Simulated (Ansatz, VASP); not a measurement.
# AlAs in VASP and in Ansatz

Contents of POSCAR:

```
AlAs
1.0
    0.0000000000      2.8389251754      2.8389251754
    2.8389251754      0.0000000000      2.8389251754
    2.8389251754      2.8389251754      0.0000000000
Al As
1 1
Direct
    0.0000000000      0.0000000000      0.0000000000
    0.2500000000      0.2500000000      0.2500000000
```

Contents of INCAR.step1:

```
SYSTEM = AlAs
PREC     = Accurate       ! precision mode
ENCUT    = 550            ! plane-wave cutoff, eV
ISMEAR   = 0              ! smearing method
SIGMA    = 0.01           ! smearing width, eV
LREAL    = .False.        ! projectors in reciprocal space
LASPH    = .True.         ! aspherical terms in the spheres
NELM     = 120            ! most SCF steps
NBANDS   = 11             ! bands
GGA      = PE             ! functional
ALGO     = Normal         ! electronic algorithm
EDIFF    = 1E-5           ! SCF threshold, eV
LWAVE    = .True.         ! write WAVECAR
LCHARG   = .False.        ! write CHGCAR
GGA_COMPAT= .False.
```

The input INCAR.step2:

```
SYSTEM = AlAs
PREC     = Accurate       ! precision mode
ENCUT    = 550            ! plane-wave cutoff, eV
EDIFF    = 1E-6           ! SCF threshold, eV
ISMEAR   = 0              ! smearing method
SIGMA    = 0.01           ! smearing width, eV
LREAL    = .False.        ! projectors in reciprocal space
LASPH    = .True.         ! aspherical terms in the spheres
NELM     = 120            ! most SCF steps
ALGO     = Normal         ! electronic algorithm
ISIF     = 2              ! what is computed and relaxed
LWAVE    = .False.        ! write WAVECAR
LCHARG   = .False.        ! write CHGCAR
METAGGA  = R2SCAN         ! meta-GGA
LMIXTAU  = .True.       
NBANDS   = 11             ! bands
ISTART   = 1            
GGA_COMPAT= .False.
```

File KPOINTS:

```
regular mesh
0
Gamma
  8 8 8
  0 0 0
```

Input for Ansatz:

```yaml
crystal:
  lattice:
    - [0.0, 2.8389251754, 2.8389251754]
    - [2.8389251754, 0.0, 2.8389251754]
    - [2.8389251754, 2.8389251754, 0.0]
  atoms:
    - { symbol: Al, position: [0.0, 0.0, 0.0] }
    - { symbol: As, position: [0.25, 0.25, 0.25] }
kpoints:
  mp_grid: { grid: [8, 8, 8] }
  band_path:
    path:
      - [0.0, 0.0, 0.0]
      - [-0.5, -0.5, 0.0]
      - [-0.375, -0.375, 0.25]
      - [-0.375, 0.0, 0.375]
      - [0.0, 0.0, 0.5]
      - [-0.5, -0.25, 0.25]
      - [0.0, 0.5, 0.5]
    npoints: 1
hamiltonian:
  xc: r2scan
scf:
  occupations: { method: fixed }
  n_extra_bands: 4
output:
  forces: true
  stress: true
  eigenvalues: true
```

Alike in both runs: task single point; functional r2SCAN; k mesh 8 × 8 × 8; no spin polarisation.

|  | VASP | Ansatz |
| --- | --- | --- |
| version | VASP 6.6.1 | Ansatz 0.2.0 |
| potentials or method | VASP PAW PBE potentials, release 64 (Al, As) | plane waves, PAW |
| plane-wave cutoff (eV) | 550 | 500 |
| occupations | gaussian, width 0.01 eV | fixed |
| valence electrons in the cell | 8 | 18 |

|  | VASP | Ansatz | Ansatz less VASP |
| --- | --- | --- | --- |
| gap on the k mesh at the Fermi level (eV) | 1.81 | 1.81 | +0.009 |
| pressure (GPa) | 0.0 | 0.0 | +0.04 |

VASP's potentials were made for PBE, not for r2SCAN. VASP's potentials hold 8 valence electrons a cell and Ansatz's 18, so a difference there can come from the potentials and not from the codes.
